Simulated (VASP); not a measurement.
# P (Fm-3m) in VASP: further runs

P is run at these levels: LDA; tasks: single point, relaxation of cell and atoms.

Everything below comes from runs of VASP 6.6.1. Logs are shortened: lines on timing, memory, paths and dates and some standing lists are left out, and cuts for length are marked.

## 1. The cell of the first run

It takes space group Fm-3m (No. 225, cubic). Conventional cell: a = 3.960 Å, b = 3.960 Å, c = 3.960 Å, α = 90.00°, β = 90.00°, γ = 90.00°. Within 3.7 Å of P (site symmetry m-3m) lie 12 P at 2.80 Å.

This isn't the form of P at room conditions, which is orthorhombic.

## 2. Single point, LDA (15.53 Å³/atom)

Input file INCAR:

```
ALGO     = Normal         # electronic algorithm
EDIFF    = 1E-6           # SCF threshold, eV
ENCUT    = 520            # plane-wave cutoff, eV
GGA      = CA             # functional
ISIF     = 2              # what is computed and relaxed
ISMEAR   = -1             # smearing method
LASPH    = T              # aspherical terms in the spheres
LCHARG   = F              # write CHGCAR
LREAL    = F              # projectors in reciprocal space
LWAVE    = F              # write WAVECAR
NBANDS   = 8              # bands
NELM     = 100            # most SCF steps
PREC     = Accurate       # precision mode
SIGMA    = 0.1            # smearing width, eV
```

Input file KPOINTS:

```
k-points
0
Gamma
  16 16 16
```

Input file POSCAR:

```
P
1.0
    0.0000000000      1.9800347298      1.9800347298
    1.9800347298      0.0000000000      1.9800347298
    1.9800347298      1.9800347298      0.0000000000
P
1
Direct
    0.0000000000      0.0000000000      0.0000000000
```

Potentials or basis: VASP PAW LDA potentials, release 64 (P).

On the command line:

```
$ cat potpaw_LDA.64/P/POTCAR > POTCAR
$ mpirun -np 1 vasp_std > vasp.out
```

OUTCAR:

```text
EDIFF = 1E-6
   ENCUT = 520
   GGA = CA
   ISIF = 2
   ISMEAR = -1
   LASPH = T
   LREAL = F
   NELM = 100
   PREC = Accurate

 ion  position               nearest neighbor table
   1  0.000  0.000  0.000-

  LATTYP: Found a face centered cubic cell.
 ALAT       =     3.9600694596

  Lattice vectors:

 A1 = (   0.0000000000,   1.9800347298,   1.9800347298)
 A2 = (   1.9800347298,   0.0000000000,   1.9800347298)
 A3 = (   1.9800347298,   1.9800347298,   0.0000000000)

Analysis of symmetry for initial positions (statically):
=====================================================================
 Subroutine PRICEL returns:
 Original cell was already a primitive cell.

 Routine SETGRP: Setting up the symmetry group for a
 face centered cubic supercell.

 Subroutine GETGRP returns: Found 48 space group operations
 (whereof 48 operations were pure point group operations)
 out of a pool of 48 trial point group operations.

The static configuration has the point symmetry O_h .

Analysis of symmetry for dynamics (positions and initial velocities):
=====================================================================
 Subroutine PRICEL returns:
 Original cell was already a primitive cell.

 Routine SETGRP: Setting up the symmetry group for a
 face centered cubic supercell.

 Subroutine GETGRP returns: Found 48 space group operations
 (whereof 48 operations were pure point group operations)
 out of a pool of 48 trial point group operations.

The dynamic configuration has the point symmetry O_h .

 Subroutine INISYM returns: Found 48 space group operations
 (whereof 48 operations are pure point group operations),
 and found     1 'primitive' translations

----------------------------------------------------------------------------------------

                                     Primitive cell

  volume of cell :      15.5256

  direct lattice vectors                    reciprocal lattice vectors
     0.000000000  1.980034730  1.980034730    -0.252520823  0.252520823  0.252520823
     1.980034730  0.000000000  1.980034730     0.252520823 -0.252520823  0.252520823
     1.980034730  1.980034730  0.000000000     0.252520823  0.252520823 -0.252520823

  length of vectors
     2.800191969  2.800191969  2.800191969     0.437378896  0.437378896  0.437378896

  position of ions in fractional coordinates (direct lattice)
     0.000000000  0.000000000  0.000000000

  ion indices of the primitive-cell ions
   primitive index   ion index
                 1           1

----------------------------------------------------------------------------------------

 KPOINTS: k-points

Automatic generation of k-mesh.
 Grid dimensions read from file:
 generate k-points for:   16   16   16

 Generating k-lattice:

  Cartesian coordinates                     Fractional coordinates (reciprocal lattice)
    -0.015782551  0.015782551  0.015782551     0.062500000  0.000000000  0.000000000
     0.015782551 -0.015782551  0.015782551     0.000000000  0.062500000  0.000000000
     0.015782551  0.015782551 -0.015782551     0.000000000  0.000000000  0.062500000

  Length of vectors
     0.027336181  0.027336181  0.027336181

  Shift w.r.t. Gamma in fractional coordinates (k-lattice)
     0.000000000  0.000000000  0.000000000

 Subroutine IBZKPT returns following result:
 ===========================================

 Found    145 irreducible k-points:

 Following reciprocal coordinates:
            Coordinates               Weight
  0.000000  0.000000  0.000000      1.000000
  0.062500  0.000000  0.000000      8.000000
  0.125000  0.000000  0.000000      8.000000
  0.187500  0.000000  0.000000      8.000000
  0.250000  0.000000  0.000000      8.000000
  0.312500  0.000000  0.000000      8.000000
[... 16 lines left out ...]
 -0.125000  0.062500  0.000000     24.000000
 -0.062500  0.062500  0.000000     12.000000
 [... further k-points ...]
   k-points           NKPTS =    145   k-points in BZ     NKDIM =    145   number of bands    NBANDS=      8
   number of dos      NEDOS =    301   number of ions     NIONS =      1
   total plane-waves  NPLWV =  13824
   dimension x,y,z NGX =    24 NGY =   24 NGZ =   24
   dimension x,y,z NGXF=    48 NGYF=   48 NGZF=   48
   ions per type =               1
   NGX,Y,Z   is equivalent  to a cutoff of  14.25, 14.25, 14.25 a.u.
   NGXF,Y,Z  is equivalent  to a cutoff of  28.50, 28.50, 28.50 a.u.
 SYSTEM =  unknown system
   PREC   = accura    normal or accurate (medium, high low for compatibility)
   ISTART =      0    job   : 0-new  1-cont  2-samecut
   ICHARG =      2    charge: 1-file 2-atom 10-const
   ISPIN  =      1    spin polarized calculation?
   LNONCOLLINEAR =      F non collinear calculations
   LSORBIT =      F    spin-orbit coupling
   LASPH  =      T    aspherical Exc in radial PAW
   ENCUT  =  520.0 eV  38.22 Ry    6.18 a.u.   5.21  5.21  5.21*2*pi/ulx,y,z
   NELM   =    100;   NELMIN=  2; NELMDL= -5     # of ELM steps
   EDIFF  = 0.1E-05   stopping-criterion for ELM
   LREAL  =      F    real-space projection
   EDIFFG = 0.1E-04   stopping-criterion for IOM
   NSW    =      0    number of steps for IOM
   IBRION =     -1    ionic relax: 0-MD 1-quasi-New 2-CG
   NFREE  =      0    steps in history (QN), initial steepest desc. (CG)
   ISIF   =      2    stress and relaxation
   ISYM   =      2    0-nonsym 1-usesym 2-fastsym
   POTIM  = 0.5000    time-step for ionic-motion
   TEBEG  =    0.0;   TEEND  =   0.0 temperature during run
   PSTRESS=    0.0 pullay stress
   NELECT =       5.0000    total number of electrons
   NUPDOWN=      -1.0000    fix difference up-down
   EMIN   =  10.00;   EMAX   =-10.00  energy-range for DOS
   EFERMI =   0.00;   METHOD = LEGACY
   ISMEAR =    -1;   SIGMA  =   0.10  broadening in eV -4-tet -1-fermi 0-gaus
   EFERMI_NEDOS =   21; number of points for ismear=-14 and -15
   IALGO  =     38    algorithm
   IMIX   =      4    mixing-type and parameters
     AMIX     =   0.40;   BMIX     =  1.00
     AMIX_MAG =   1.60;   BMIX_MAG =  1.00
  volume/ion in A,a.u.               =      15.53       104.77
  Fermi-wavevector in a.u.,A,eV,Ry     =   1.122144  2.120545 17.132561  1.259208
  Thomas-Fermi vector in A             =   2.258802
   LORBIT       =      0    0 simple, 1 ext, 2 COOP (PROOUT), +10 PAW based schemes
   GGA     = CA    functional components
   LHFCALC =     F    Hartree Fock is set to
   AEXX    =    0.0000 exact exchange contribution
   IVDW    =     0    specifies the selected vdW correction
   LEPSILON=     F    determine dielectric tensor
   LRPA    =     F    only Hartree local field effects (RPA)
 non-spin polarized calculation
  energy-cutoff  :      520.00
  volume of cell :       15.53
 maximum number of plane-waves:       444
 NGX is ok and might be reduce to    24
   NGX = 11   NGY = 11   NGZ = 11

 number of electron       4.9999999 magnetization

 Free energy of the ion-electron system (eV)
  ---------------------------------------------------
  ext. energy  EPLUGINS =         0.00000000
  ---------------------------------------------------
  free energy    TOTEN  =        -5.25925083 eV

  energy without entropy =       -5.23992982  energy(sigma->0) =       -5.24959033

 E-fermi :   8.7799     XC(G=0): -11.2702

 val. band max:        8.7386521731   @ k =   0.2500   0.0625   0.0000
 cond. band min:       8.7906958329   @ k =   0.5000   0.2500   0.0625
 fundamental gap:      0.0520436598
 Fermi energy:         8.7798821227

 k-point     1 :       0.0000    0.0000    0.0000
  band No.  band energies     occupation
      1      -6.8115      2.00000
      2      14.9397      0.00000
      3      14.9397      0.00000
      4      14.9397      0.00000
      5      20.1274      0.00000
      6      20.1274      0.00000
      7      20.1274      0.00000
      8      26.0111      0.00000

 k-point     2 :       0.0625    0.0000    0.0000
  band No.  band energies     occupation
      1      -6.7081      2.00000
      2      14.1485      0.00000
      3      14.8067      0.00000
      4      14.8067      0.00000
      5      20.1311      0.00000
      6      20.3639      0.00000
      7      20.3639      0.00000
      8      25.6353      0.00000

 k-point     3 :       0.1250    0.0000    0.0000
  band No.  band energies     occupation
      1      -6.3986      2.00000
      2      12.3292      0.00000
      3      14.4851      0.00000
      4      14.4851      0.00000
      5      20.0004      0.00000
      6      20.9088      0.00000
      7      20.9088      0.00000
      8      24.9146      0.00000

 k-point     4 :       0.1875    0.0000    0.0000
  band No.  band energies     occupation
      1      -5.8856      2.00000
      2      10.1578      0.00000
      3      14.1082      0.00000
      4      14.1082      0.00000
      5      19.7430      0.00000
      6      21.2533      0.00000
      7      21.2533      0.00000
      8      24.6440      0.00000

 k-point     5 :       0.2500    0.0000    0.0000
  band No.  band energies     occupation
      1      -5.1741      2.00000
      2       7.9402      1.99955
      3      13.7637      0.00000
      4      13.7637      0.00000
      5      19.4727      0.00000
      6      20.9345      0.00000
      7      20.9345      0.00000
      8      25.3891      0.00000
[... 177 lines left out ...]
 k-point    22 :      -0.1875    0.0625    0.0000
  band No.  band energies     occupation
      1      -5.5790      2.00000
      2       9.4755      0.00190
      3      12.7928      0.00000
      4      14.4617      0.00000
      5      19.9821      0.00000
      6      20.9683      0.00000
      7      21.5160      0.00000
      8      23.6568      0.00000

 k-point    23 :      -0.1250    0.0625    0.0000
  band No.  band energies     occupation
      1      -6.1586      2.00000
      2      11.6491      0.00000
      3      13.2338      0.00000
      4      14.7816      0.00000
      5      20.0622      0.00000
      6      20.8042      0.00000
      7      21.5929      0.00000
      8      23.7608      0.00000

 k-point    24 :      -0.0625    0.0625    0.0000
  band No.  band energies     occupation
      1      -6.5360      2.00000
      2      13.4427      0.00000
      3      13.8851      0.00000
      4      14.9317      0.00000
      5      20.0267      0.00000
      6      20.3985      0.00000
      7      21.1085      0.00000
      8      24.6619      0.00000

 [... further k-points ...]

------------------------ aborting loop because EDIFF is reached ----------------------------------------

  FORCE on cell =-STRESS in cart. coord.  units (eV):
  Direction    XX          YY          ZZ          XY          YZ          ZX
  --------------------------------------------------------------------------------------
  -------------------------------------------------------------------------------------
  Total       -0.9177399     -0.9177399     -0.9177399     -0.0000000     -0.0000000      0.0000000
  in kB      -94.7069322    -94.7069322    -94.7069322     -0.0000000     -0.0000000      0.0000000
  external PRESSURE =     -94.7069322 kB  Pullay stress =       0.0000000 kB

 VOLUME and BASIS-vectors are now :
 -----------------------------------------------------------------------------
  energy-cutoff  :      520.00
  volume of cell :       15.53
      direct lattice vectors                 reciprocal lattice vectors
     0.000000000  1.980034730  1.980034730    -0.252520823  0.252520823  0.252520823
     1.980034730  0.000000000  1.980034730     0.252520823 -0.252520823  0.252520823
     1.980034730  1.980034730  0.000000000     0.252520823  0.252520823 -0.252520823

 POSITION                                       TOTAL-FORCE (eV/Angst)
 -----------------------------------------------------------------------------------
      0.00000      0.00000      0.00000         0.000000      0.000000      0.000000
 -----------------------------------------------------------------------------------
    total drift:                                0.000000     -0.000000     -0.000000

  FREE ENERGIE OF THE ION-ELECTRON SYSTEM (eV)
  ---------------------------------------------------
  free  energy   TOTEN  =        -5.2592508276 eV

  energy  without entropy=       -5.2399298248  energy(sigma->0) =       -5.24959033
```

Run time: 8.4 s. Hardware: 1 thread of Intel Xeon Platinum 8259CL at 2.50GHz (Skylake/Cascade Lake), shared host; peak memory 0.13 GiB.

What came out:

| Quantity | Value |
| --- | --- |
| Free energy | -5.2593 eV |
| Pressure | -9.5 GPa |
| Band gap on the k mesh | zero (an odd number of electrons rules out a gap without spin polarisation) |

Levels at points of the mesh, in eV from the Fermi level:
```csv
k point,band 1,band 2,band 3,band 4,band 5
"(0.00, 0.00, 0.00)",-15.59,6.16,6.16,6.16,11.35
"(0.50, 0.00, 0.00)",-10.21,-7.46,4.38,4.38,10.22
"(0.50, 0.50, 0.00)",-7.83,-6.21,0.64,0.64,4.66
```

Caveat: the cell stands under tension; an odd number of electrons without spin polarisation forces a metal; a magnetic or distorted state may lie lower.

## 3. Relaxation of cell and atoms, LDA

This run uses another cell than the first one, of 15.22 Å³/atom.

Input file INCAR:

```
PREC = Accurate ; ENCUT = 600
EDIFF = 1E-6 ; ISMEAR = -1
SIGMA = 0.1 ; LREAL = F
LASPH = T ; NELM = 80
ALGO = Normal ; ISIF = 3
LWAVE = F ; LCHARG = F
IBRION = 2 ; NSW = 80
EDIFFG = -0.01
```

Input file KPOINTS:

```
Automatic mesh
0
Gamma
  14 14 14
```

Input file POSCAR:

```
P
1.0
    0.0000000000      1.9670729634      1.9670729634
    1.9670729634      0.0000000000      1.9670729634
    1.9670729634      1.9670729634      0.0000000000
P
1
Direct
    0.0000000000      0.0000000000      0.0000000000
```

Potentials or basis: VASP PAW LDA potentials, release 64 (P).

On the command line:

```
$ cat potpaw_LDA.64/P/POTCAR > POTCAR
$ mpirun -np 1 vasp_std > vasp.out
```

Wall time 11 s (1 thread of Intel Xeon Platinum 8259CL at 2.50GHz (Skylake/Cascade Lake), shared host); peak memory 0.13 GiB.

It converged, with:

```
Free energy                           : -5.3069 eV
Relaxed volume                        : 13.85 Å³/atom
Relaxed cell                          : a = 2.696 Å, b = 2.696 Å, c = 2.696 Å, α = 60.00°, β = 60.00°, γ = 60.00°
Space group after relaxing (to 0.1 Å) : Fm-3m (No. 225)
Energy gained by relaxing             : 37.0 meV/atom
Ionic steps                           : 3
Pressure after relaxing               : 0.0 GPa
Band gap on the k mesh                : zero (an odd number of electrons rules out a gap without spin polarisation)
```

The path:
```csv
step,energy change (eV),largest force (eV/Å),pressure (GPa),volume (Å³)
1,0.0000,0.0000,-8.02,15.22
2,-0.0356,0.0000,1.91,13.61
3,-0.0370,0.0000,0.00,13.85
```

Final structure:
```
P
1.0
     0.00000    1.90607    1.90607
     1.90607    0.00000    1.90607
     1.90607    1.90607    0.00000
P
1
Direct
  0.00000 0.00000 0.00000
```

Levels at points of the mesh, in eV from the Fermi level:
```tsv
k point	band 1	band 2	band 3	band 4	band 5	band 6
(0.00, 0.00, 0.00)	-16.82	7.12	7.12	7.12	11.53	11.53
(0.50, 0.00, 0.00)	-10.66	-8.43	5.04	5.04	10.56	10.56
(0.50, 0.50, 0.00)	-7.87	-7.02	0.69	0.69	4.24	5.05
```

Caveat: an odd number of electrons without spin polarisation forces a metal; a magnetic or distorted state may lie lower.

The gap in the log of VASP goes by the Fermi energy; the results here count the filled bands.